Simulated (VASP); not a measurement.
# La (P6/mmm) in VASP: notebook

Runs on La. Level: r2SCAN. Tasks: single point.

Everything below comes from runs of VASP 6.6.1. Logs are shortened: lines on timing, memory, paths and dates and some standing lists are left out, and cuts for length are marked.

### 1 The cell of the first run

Symmetry: P6/mmm, No. 191, hexagonal system. Conventional cell: a = 6.210 Å, b = 6.210 Å, c = 3.767 Å, α = 90.00°, β = 90.00°, γ = 120.00°. Within 4.9 Å of La (site symmetry 6/mmm) lie 14 La at 3.77 to 4.05 Å. Within 4.7 Å of La (site symmetry -6m2) lie 11 La at 3.59 to 4.05 Å.

This isn't the form of La at room conditions, which is double hcp.

### 2 Single point, r2SCAN (41.94 Å³/atom)

Contents of POSCAR:

```
La
1.0
    6.2098061478      0.0000000000      0.0000000000
   -3.1049030739      5.3778498765      0.0000000000
    0.0000000000      0.0000000000      3.7672843731
La
3
Direct
    1.0000000000      1.0000000000      0.0000000000
    0.3333333333      0.6666666667      0.5000000000
    0.6666666667      0.3333333333      0.5000000000
```

Contents of INCAR.step1:

```
PREC = Accurate
ENCUT = 550
ISMEAR = -1
SIGMA = 0.1
LREAL = False
LASPH = True
NELM = 200
NBANDS = 24
GGA = PE
ALGO = Normal
EDIFF = 1E-5
LWAVE = True
LCHARG = False
GGA_COMPAT = False
LMAXMIX = 6
```

Contents of INCAR.step2:

```
PREC = Accurate
ENCUT = 550
EDIFF = 1E-6
ISMEAR = -1
SIGMA = 0.1
LREAL = False
LASPH = True
NELM = 200
ALGO = Normal
ISIF = 2
LWAVE = False
LCHARG = False
METAGGA = R2SCAN
LMIXTAU = True
NBANDS = 24
ISTART = 1
GGA_COMPAT = False
LMAXMIX = 6
```

Contents of KPOINTS:

```
regular mesh
0
Gamma
  7 7 10
```

Potentials or basis: VASP PAW PBE potentials, release 64 (La).

Launch:

```console
> cat potpaw_PBE.64/La/POTCAR > POTCAR
> cp INCAR.step1 INCAR
> mpirun -np 1 vasp_std > vasp.out
> cp INCAR.step2 INCAR
> mpirun -np 1 vasp_std > vasp.out
```

OUTCAR:

```text
PREC = Accurate
   ENCUT = 550
   EDIFF = 1E-6
   ISMEAR = -1
   LREAL = False
   LASPH = True
   NELM = 200
   ISIF = 2
   METAGGA = R2SCAN
   ISTART = 1

 ion  position               nearest neighbor table
   1  0.000  0.000  0.000-
   2  0.333  0.667  0.500-   3 3.59   3 3.59   3 3.59
   3  0.667  0.333  0.500-   2 3.59   2 3.59   2 3.59

  LATTYP: Found a hexagonal cell.
 ALAT       =     6.2098061478
 C/A-ratio  =     0.6066669850

  Lattice vectors:

 A1 = (   6.2098061478,   0.0000000000,   0.0000000000)
 A2 = (  -3.1049030739,   5.3778498765,   0.0000000000)
 A3 = (   0.0000000000,   0.0000000000,   3.7672843731)

Analysis of symmetry for initial positions (statically):
=====================================================================
 Subroutine PRICEL returns:
 Original cell was already a primitive cell.

 Routine SETGRP: Setting up the symmetry group for a
 hexagonal supercell.

 Subroutine GETGRP returns: Found 24 space group operations
 (whereof 24 operations were pure point group operations)
 out of a pool of 24 trial point group operations.

The static configuration has the point symmetry D_6h.

Analysis of symmetry for dynamics (positions and initial velocities):
=====================================================================
 Subroutine PRICEL returns:
 Original cell was already a primitive cell.

 Routine SETGRP: Setting up the symmetry group for a
 hexagonal supercell.

 Subroutine GETGRP returns: Found 24 space group operations
 (whereof 24 operations were pure point group operations)
 out of a pool of 24 trial point group operations.

The dynamic configuration has the point symmetry D_6h.

 Subroutine INISYM returns: Found 24 space group operations
 (whereof 24 operations are pure point group operations),
 and found     1 'primitive' translations

----------------------------------------------------------------------------------------

                                     Primitive cell

  volume of cell :     125.8100

  direct lattice vectors                    reciprocal lattice vectors
     6.209806148  0.000000000  0.000000000     0.161035623  0.092973960  0.000000000
    -3.104903074  5.377849877  0.000000000     0.000000000  0.185947920  0.000000000
     0.000000000  0.000000000  3.767284373     0.000000000  0.000000000  0.265443195

  length of vectors
     6.209806148  6.209806148  3.767284373     0.185947920  0.185947920  0.265443195

  position of ions in fractional coordinates (direct lattice)
     0.000000000  0.000000000  0.000000000
     0.333333333  0.666666667  0.500000000
     0.666666667  0.333333333  0.500000000

  ion indices of the primitive-cell ions
   primitive index   ion index
                 1           1
                 2           2
                 3           3

----------------------------------------------------------------------------------------

 KPOINTS: regular mesh

Automatic generation of k-mesh.
 Grid dimensions read from file:
 generate k-points for:    7    7   10

 Generating k-lattice:

  Cartesian coordinates                     Fractional coordinates (reciprocal lattice)
     0.023005089  0.013281994  0.000000000     0.142857143  0.000000000  0.000000000
     0.000000000  0.026563989  0.000000000     0.000000000  0.142857143  0.000000000
     0.000000000  0.000000000  0.026544319     0.000000000  0.000000000  0.100000000

  Length of vectors
     0.026563989  0.026563989  0.026544319

  Shift w.r.t. Gamma in fractional coordinates (k-lattice)
     0.000000000  0.000000000  0.000000000

 Subroutine IBZKPT returns following result:
 ===========================================

 Found     48 irreducible k-points:

 Following reciprocal coordinates:
            Coordinates               Weight
  0.000000  0.000000  0.000000      1.000000
  0.142857  0.000000  0.000000      6.000000
  0.285714  0.000000  0.000000      6.000000
  0.428571 -0.000000  0.000000      6.000000
  0.142857  0.142857  0.000000      6.000000
  0.285714  0.142857  0.000000     12.000000
[... 16 lines left out ...]
  0.428571  0.142857  0.200000     12.000000
  0.285714  0.285714  0.200000     12.000000
 [... further k-points ...]
   k-points           NKPTS =     48   k-points in BZ     NKDIM =     48   number of bands    NBANDS=     24
   number of dos      NEDOS =    301   number of ions     NIONS =      3
   total plane-waves  NPLWV =  69120
   dimension x,y,z NGX =    48 NGY =   48 NGZ =   30
   dimension x,y,z NGXF=    96 NGYF=   96 NGZF=   60
   ions per type =               3
   NGX,Y,Z   is equivalent  to a cutoff of  12.85, 12.85, 13.24 a.u.
   NGXF,Y,Z  is equivalent  to a cutoff of  25.70, 25.70, 26.48 a.u.
 SYSTEM =  unknown system
   PREC   = accura    normal or accurate (medium, high low for compatibility)
   ISTART =      1    job   : 0-new  1-cont  2-samecut
   ICHARG =      0    charge: 1-file 2-atom 10-const
   ISPIN  =      1    spin polarized calculation?
   LNONCOLLINEAR =      F non collinear calculations
   LSORBIT =      F    spin-orbit coupling
   LASPH  =      T    aspherical Exc in radial PAW
   ENCUT  =  550.0 eV  40.42 Ry    6.36 a.u.  11.87 11.87  7.20*2*pi/ulx,y,z
   NELM   =    200;   NELMIN=  2; NELMDL=  0     # of ELM steps
   EDIFF  = 0.1E-05   stopping-criterion for ELM
   LREAL  =      F    real-space projection
   EDIFFG = 0.1E-04   stopping-criterion for IOM
   NSW    =      0    number of steps for IOM
   IBRION =     -1    ionic relax: 0-MD 1-quasi-New 2-CG
   NFREE  =      0    steps in history (QN), initial steepest desc. (CG)
   ISIF   =      2    stress and relaxation
   ISYM   =      2    0-nonsym 1-usesym 2-fastsym
   POTIM  = 0.5000    time-step for ionic-motion
   TEBEG  =    0.0;   TEEND  =   0.0 temperature during run
   PSTRESS=    0.0 pullay stress
   NELECT =      33.0000    total number of electrons
   NUPDOWN=      -1.0000    fix difference up-down
   EMIN   =  10.00;   EMAX   =-10.00  energy-range for DOS
   EFERMI =   0.00;   METHOD = LEGACY
   ISMEAR =    -1;   SIGMA  =   0.10  broadening in eV -4-tet -1-fermi 0-gaus
   EFERMI_NEDOS =   21; number of points for ismear=-14 and -15
   IALGO  =     38    algorithm
   IMIX   =      4    mixing-type and parameters
     AMIX     =   0.40;   BMIX     =  1.00
     AMIX_MAG =   1.60;   BMIX_MAG =  1.00
  volume/ion in A,a.u.               =      41.94       283.00
  Fermi-wavevector in a.u.,A,eV,Ry     =   1.047951  1.980341 14.941945  1.098202
  Thomas-Fermi vector in A             =   2.182853
   LORBIT       =      0    0 simple, 1 ext, 2 COOP (PROOUT), +10 PAW based schemes
   METAGGA = R2SCAN    functional components
   LHFCALC =     F    Hartree Fock is set to
   AEXX    =    0.0000 exact exchange contribution
   IVDW    =     0    specifies the selected vdW correction
   LEPSILON=     F    determine dielectric tensor
   LRPA    =     F    only Hartree local field effects (RPA)
 non-spin polarized calculation
  energy-cutoff  :      550.00
  volume of cell :      125.81
 maximum number of plane-waves:      3734
 NGX is ok and might be reduce to    48
   NGX = 23   NGY = 23   NGZ = 15

 number of electron      32.9999997 magnetization

 Free energy of the ion-electron system (eV)
  ---------------------------------------------------
  ext. energy  EPLUGINS =         0.00000000
  ---------------------------------------------------
  free energy    TOTEN  =       -89.15239051 eV

  energy without entropy =      -88.98819960  energy(sigma->0) =      -89.07029506

 E-fermi :   6.8072     XC(G=0):  -9.6917

 val. band max:        6.7958823427   @ k =   0.4286  -0.0000   0.0000
 cond. band min:       6.8301133361   @ k =   0.1429   0.0000   0.2000
 fundamental gap:      0.0342309933
 Fermi energy:         6.8071800916

 k-point     1 :       0.0000    0.0000    0.0000
  band No.  band energies     occupation
      1     -27.4745      2.00000
      2     -27.2984      2.00000
      3     -27.2866      2.00000
      4     -10.9999      2.00000
      5     -10.9999      2.00000
      6     -10.7387      2.00000
[... 16 lines left out ...]
     23       8.4953      0.00000
     24       8.6917      0.00000

 k-point     2 :       0.1429    0.0000    0.0000
  band No.  band energies     occupation
      1     -27.4650      2.00000
      2     -27.3010      2.00000
      3     -27.2939      2.00000
      4     -11.0612      2.00000
      5     -11.0234      2.00000
      6     -10.6621      2.00000
[... 16 lines left out ...]
     23       8.5515      0.00000
     24       8.6135      0.00000

 k-point     3 :       0.2857    0.0000    0.0000
  band No.  band energies     occupation
      1     -27.4391      2.00000
      2     -27.3172      2.00000
      3     -27.3045      2.00000
      4     -11.1497      2.00000
      5     -11.0007      2.00000
      6     -10.5311      2.00000
[... 16 lines left out ...]
     23       8.5367      0.00000
     24       8.5899      0.00000

 k-point     4 :       0.4286   -0.0000    0.0000
  band No.  band energies     occupation
      1     -27.4063      2.00000
      2     -27.3467      2.00000
      3     -27.3087      2.00000
      4     -11.2018      2.00000
      5     -10.8892      2.00000
      6     -10.6236      2.00000
[... 16 lines left out ...]
     23       8.5718      0.00000
     24       8.6845      0.00000

 k-point     5 :       0.1429    0.1429    0.0000
  band No.  band energies     occupation
      1     -27.4473      2.00000
      2     -27.3078      2.00000
      3     -27.3056      2.00000
      4     -11.1066      2.00000
      5     -11.0418      2.00000
      6     -10.5480      2.00000
[... 451 lines left out ...]
 k-point    22 :       0.2857    0.1429    0.2000
  band No.  band energies     occupation
      1     -27.3928      2.00000
      2     -27.3117      2.00000
      3     -27.2926      2.00000
      4     -11.1011      2.00000
      5     -10.9312      2.00000
      6     -10.6674      2.00000
[... 16 lines left out ...]
     23       8.3533      0.00000
     24       8.5272      0.00000

 k-point    23 :       0.4286    0.1429    0.2000
  band No.  band energies     occupation
      1     -27.3710      2.00000
      2     -27.3322      2.00000
      3     -27.2943      2.00000
      4     -11.1180      2.00000
      5     -10.8649      2.00000
      6     -10.7394      2.00000
[... 16 lines left out ...]
     23       8.2945      0.00000
     24       8.5881      0.00000

 k-point    24 :       0.2857    0.2857    0.2000
  band No.  band energies     occupation
      1     -27.3654      2.00000
      2     -27.3338      2.00000
      3     -27.2983      2.00000
      4     -11.0988      2.00000
      5     -10.8705      2.00000
      6     -10.7510      2.00000
[... 16 lines left out ...]
     23       8.2294      0.00000
     24       8.6342      0.00000

 [... further k-points ...]

------------------------ aborting loop because EDIFF is reached ----------------------------------------

  FORCE on cell =-STRESS in cart. coord.  units (eV):
  Direction    XX          YY          ZZ          XY          YZ          ZX
  --------------------------------------------------------------------------------------
  -------------------------------------------------------------------------------------
  Total       -2.0324453     -2.0324453     -1.7172454      0.0000000     -0.0000000      0.0000000
  in kB      -25.8829835    -25.8829835    -21.8689440      0.0000000     -0.0000000      0.0000000
  external PRESSURE =     -24.5449703 kB  Pullay stress =       0.0000000 kB

 VOLUME and BASIS-vectors are now :
 -----------------------------------------------------------------------------
  energy-cutoff  :      550.00
  volume of cell :      125.81
      direct lattice vectors                 reciprocal lattice vectors
     6.209806148  0.000000000  0.000000000     0.161035623  0.092973960  0.000000000
    -3.104903074  5.377849877  0.000000000     0.000000000  0.185947920  0.000000000
     0.000000000  0.000000000  3.767284373     0.000000000  0.000000000  0.265443195

 POSITION                                       TOTAL-FORCE (eV/Angst)
 -----------------------------------------------------------------------------------
      0.00000      0.00000      0.00000         0.000000     -0.000000      0.000000
     -0.00000      3.58523      1.88364         0.000000     -0.000000     -0.000000
      3.10490      1.79262      1.88364        -0.000000      0.000000      0.000000
 -----------------------------------------------------------------------------------
    total drift:                                0.000000     -0.000000     -0.000000

  FREE ENERGIE OF THE ION-ELECTRON SYSTEM (eV)
  ---------------------------------------------------
  free  energy   TOTEN  =       -89.1523905105 eV

  energy  without entropy=      -88.9881996030  energy(sigma->0) =      -89.07029506
```

Wall time 12 min (1 thread of AMD EPYC 9R45 (Zen 5), shared host); peak memory 0.34 GiB.

Results:

```yaml
Free_energy: -89.1524 eV
Pressure: -2.5 GPa
Band_gap_on_the_k_mesh: zero (an odd number of electrons rules out a gap without spin polarisation)
```

Stress tensor (GPa, compression positive):
```
-2.59  0.00  0.00
 0.00 -2.59  0.00
 0.00  0.00 -2.19
```

Levels at points of the mesh, in eV from the Fermi level:
```tsv
k point	band 14	band 15	band 16	band 17	band 18	band 19	band 20	band 21
(0.00, 0.00, 0.00)	-1.15	0.36	0.36	0.43	0.43	0.47	1.19	1.62
(0.00, 0.00, 0.50)	-1.45	-0.87	-0.87	-0.68	-0.03	1.16	1.16	1.79
```

Caveat: the PAW data sets were made with another functional, which shifts forces and pressure a little; spin-orbit coupling is left out, which moves the levels of the heavy elements.

### 3 Single point, r2SCAN

This run uses another cell than the first one, of 37.44 Å³/atom.

Contents of POSCAR:

```
La
1.0
    5.9795986533      0.0000000000      0.0000000000
   -2.9897993267      5.1784843382      0.0000000000
    0.0000000000      0.0000000000      3.6276250865
La
3
Direct
    1.0000000000      1.0000000000      0.0000000000
    0.3333333333      0.6666666667      0.5000000000
    0.6666666667      0.3333333333      0.5000000000
```

Contents of INCAR.step1:

```
SYSTEM = La
ALGO = Normal
EDIFF = 1E-5
ENCUT = 550
GGA = PE
GGA_COMPAT = .FALSE.
ISMEAR = -1
LASPH = .TRUE.
LCHARG = .FALSE.
LMAXMIX = 6
LREAL = .FALSE.
LWAVE = .TRUE.
NBANDS = 24
NELM = 200
PREC = Accurate
SIGMA = 0.1
```

Contents of INCAR.step2:

```
SYSTEM = La
ALGO = Normal
EDIFF = 1E-6
ENCUT = 550
GGA_COMPAT = .FALSE.
ISIF = 2
ISMEAR = -1
ISTART = 1
LASPH = .TRUE.
LCHARG = .TRUE.
LELF = .TRUE.
LMAXMIX = 6
LMIXTAU = .TRUE.
LREAL = .FALSE.
LVHAR = .TRUE.
LWAVE = .FALSE.
METAGGA = R2SCAN
NBANDS = 24
NELM = 200
PREC = Accurate
SIGMA = 0.1
```

Contents of KPOINTS:

```
k-points
0
G
  8 8 12
  0 0 0
```

Potentials or basis: VASP PAW PBE potentials, release 64 (La).

Launch:

```console
> cat potpaw_PBE.64/La/POTCAR > POTCAR
> cp INCAR.step1 INCAR
> mpirun -np 1 vasp_std > vasp.out
> cp INCAR.step2 INCAR
> mpirun -np 1 vasp_std > vasp.out
```

OUTCAR:

```text
SYSTEM = La
   EDIFF = 1E-6
   ENCUT = 550
   ISIF = 2
   ISMEAR = -1
   ISTART = 1
   LASPH = .TRUE.
   LREAL = .FALSE.
   METAGGA = R2SCAN
   NELM = 200
   PREC = Accurate

 ion  position               nearest neighbor table
   1  0.000  0.000  0.000-
   2  0.333  0.667  0.500-   3 3.45   3 3.45   3 3.45
   3  0.667  0.333  0.500-   2 3.45   2 3.45   2 3.45

  LATTYP: Found a hexagonal cell.
 ALAT       =     5.9795986533
 C/A-ratio  =     0.6066669850

  Lattice vectors:

 A1 = (   5.9795986533,   0.0000000000,   0.0000000000)
 A2 = (  -2.9897993267,   5.1784843382,   0.0000000000)
 A3 = (   0.0000000000,   0.0000000000,   3.6276250865)

Analysis of symmetry for initial positions (statically):
=====================================================================
 Subroutine PRICEL returns:
 Original cell was already a primitive cell.

 Routine SETGRP: Setting up the symmetry group for a
 hexagonal supercell.

 Subroutine GETGRP returns: Found 24 space group operations
 (whereof 24 operations were pure point group operations)
 out of a pool of 24 trial point group operations.

The static configuration has the point symmetry D_6h.

Analysis of symmetry for dynamics (positions and initial velocities):
[... 160 lines left out ...]

 E-fermi :   7.8534     XC(G=0): -10.1795

 val. band max:        7.8481889074   @ k =   0.2500   0.2500   0.1667
 cond. band min:       7.8536221754   @ k =   0.1250   0.0000   0.5000
 fundamental gap:      0.0054332680
 Fermi energy:         7.8534478551

 k-point     1 :       0.0000    0.0000    0.0000
  band No.  band energies     occupation
      1     -26.2605      2.00000
      2     -25.9987      2.00000
      3     -25.9665      2.00000
      4      -9.9178      2.00000
      5      -9.9178      2.00000
      6      -9.5905      2.00000
[... 637 lines left out ...]
     23       9.5520      0.00000
     24       9.7210      0.00000

 [... further k-points ...]

------------------------ aborting loop because EDIFF is reached ----------------------------------------

  FORCE on cell =-STRESS in cart. coord.  units (eV):
  Direction    XX          YY          ZZ          XY          YZ          ZX
  --------------------------------------------------------------------------------------
  -------------------------------------------------------------------------------------
  Total        0.0301431      0.0301431      0.0355157     -0.0000000     -0.0000000      0.0000000
  in kB        0.4299340      0.4299340      0.5065635     -0.0000000     -0.0000000      0.0000000
  external PRESSURE =       0.4554771 kB  Pullay stress =       0.0000000 kB

 VOLUME and BASIS-vectors are now :
 -----------------------------------------------------------------------------
  energy-cutoff  :      550.00
  volume of cell :      112.33
      direct lattice vectors                 reciprocal lattice vectors
     5.979598653  0.000000000  0.000000000     0.167235304  0.096553348  0.000000000
    -2.989799327  5.178484338  0.000000000     0.000000000  0.193106696  0.000000000
     0.000000000  0.000000000  3.627625087     0.000000000  0.000000000  0.275662445

 POSITION                                       TOTAL-FORCE (eV/Angst)
 -----------------------------------------------------------------------------------
      0.00000      0.00000      0.00000         0.000000      0.000000      0.000000
     -0.00000      3.45232      1.81381         0.000000      0.000000      0.000000
      2.98980      1.72616      1.81381        -0.000000      0.000000      0.000000
 -----------------------------------------------------------------------------------
    total drift:                               -0.000000     -0.000000     -0.000000

  FREE ENERGIE OF THE ION-ELECTRON SYSTEM (eV)
  ---------------------------------------------------
  free  energy   TOTEN  =       -89.2578880385 eV

  energy  without entropy=      -89.1124061680  energy(sigma->0) =      -89.18514710
```

Wall time 13 min (1 thread of AMD EPYC 9R45 (Zen 5), shared host); peak memory 0.36 GiB.

What came out:

```
Free energy            : -89.2579 eV
Pressure               : 0.0 GPa
Band gap on the k mesh : zero (an odd number of electrons rules out a gap without spin polarisation)
```

Caveat: the PAW data sets were made with another functional, which shifts forces and pressure a little; spin-orbit coupling is left out, which moves the levels of the heavy elements.

The gap in the log of VASP goes by the Fermi energy; the results here count the filled bands.